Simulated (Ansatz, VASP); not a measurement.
One calculation of Al, two programs

```
CELL_PARAMETERS angstrom
2.94989 0.00000 0.00000
0.00000 2.94989 0.00000
0.00000 0.00000 25.81085
ATOMIC_POSITIONS crystal
Al 0.00000 0.00000 0.55039
Al 0.50000 0.50000 0.62437
Al 0.00000 0.00000 0.69823
Al 0.50000 0.50000 0.77353
```

Alike in both runs: task single point; functional LDA; k mesh 12 × 12 × 1; occupations methfessel-paxton of order 1, width 0.1 eV; no spin polarisation.

|  | VASP | Ansatz |
| --- | --- | --- |
| version | VASP 6.6.1 | Ansatz 0.2.0 |
| potentials or method | VASP PAW LDA potentials, release 64 (Al), cutoff 400 eV | scalar-relativistic, plane waves, PAW |
| valence electrons in the cell | 12 | 12 |

```csv
,VASP,Ansatz,Ansatz less VASP
gap on the k mesh at the Fermi level (eV),none,none,-
rms of the force components (eV/Å),0.054,0.051,-0.0023
```

Ansatz warns that its potentials were made for another functional, while VASP's fit it. LDA's correlation is that of Perdew and Zunger in VASP and of Perdew and Wang (1992) in Ansatz. Atom by atom the forces differ by 0.003 eV/Å (rms over components). A gap of «none» marks a metal or a gap that the smearing closes.
